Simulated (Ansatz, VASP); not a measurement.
This is a calculation of Mg for Ansatz 0.2.0.

Contents of input.yaml:

```yaml
crystal:
  lattice:
    - [3.1768261656, 0.0, 0.0]
    - [-1.5884130828, 2.7512121628, 0.0]
    - [0.0, 0.0, 10.31886201]
  atoms:
    - { symbol: Mg, position: [0.6666666667, 0.3333333333, 0.75] }
    - { symbol: Mg, position: [0.0, 0.0, 0.5] }
    - { symbol: Mg, position: [0.3333333333, 0.6666666667, 0.25] }
    - { symbol: Mg, position: [0.0, 0.0, 0.0] }
hamiltonian:
  xc: rpbe
  pseudopotentials: { kind: paw }
  dispersion: d3bj
kpoints:
  mp_grid: { grid: [10, 10, 3] }
scf:
  occupations: { method: fermi_dirac, width: 0.05 }
output:
  forces: true
  stress: true
relax:
  f_tol: 0.01
  max_steps: 40
  cell: { stress_tol: 0.05 }
```

Potentials or basis: Ansatz PAW.

The run is started by

```bash
$ ansatz run input.yaml --threads 2 --pin off --max-ram 5632MiB --backend cpu --events-out ev --progress --plain --runs-dir out
```

Question: Set up the same calculation for VASP 6.6.1. Potentials there: VASP PAW PBE potentials, release 64 (Mg).

Answer: As run (the cutoff follows the program's own potentials):

Contents of INCAR:

```
  PREC = Accurate
  ENCUT = 600
  EDIFF = 1E-6
  ISMEAR = -1
  SIGMA = 0.05
  LREAL = F
  LASPH = T
  NELM = 60
  ALGO = Normal
  ISIF = 3
  LWAVE = F
  LCHARG = F
  GGA = RP
  IVDW = 12
  IBRION = 2
  NSW = 60
  EDIFFG = -0.01
```

KPOINTS

```
regular mesh
0
Gamma
  10 10 3
```

Contents of POSCAR:

```
Mg
1.0
    3.1768261656      0.0000000000      0.0000000000
   -1.5884130828      2.7512121628      0.0000000000
    0.0000000000      0.0000000000     10.3188620100
Mg
4
Direct
    0.6666666667      0.3333333333      0.7500000000
    0.0000000000      0.0000000000      0.5000000000
    0.3333333333      0.6666666667      0.2500000000
    0.0000000000      0.0000000000      0.0000000000
```

Potentials or basis: VASP PAW PBE potentials, release 64 (Mg).

Command:

```bash
$ cat potpaw_PBE.64/Mg/POTCAR > POTCAR
$ mpirun -np 1 vasp_std > vasp.out
```

Both were run:

|  | VASP | Ansatz | Ansatz less VASP |
| --- | --- | --- | --- |
| relaxed volume (Å³/atom) | 16.80 | 16.83 | +0.028 |
| relaxed cell length with the largest relative difference (Å) | 9.357 | 9.363 | +0.0052 |

VASP's potentials were made for PBE, not for RPBE. VASP's potentials hold 8 valence electrons a cell and Ansatz's 40, so a difference there can come from the potentials and not from the codes.

Noted on VASP's run: the volume moved by over 15 % at a fixed basis, so the end points are rough. Noted on Ansatz's run: the volume moved by over 15 % at a fixed basis, so the end points are rough; the plane-wave basis is chosen anew once the cell has moved, so the energies of steps on either side of that aren't comparable.
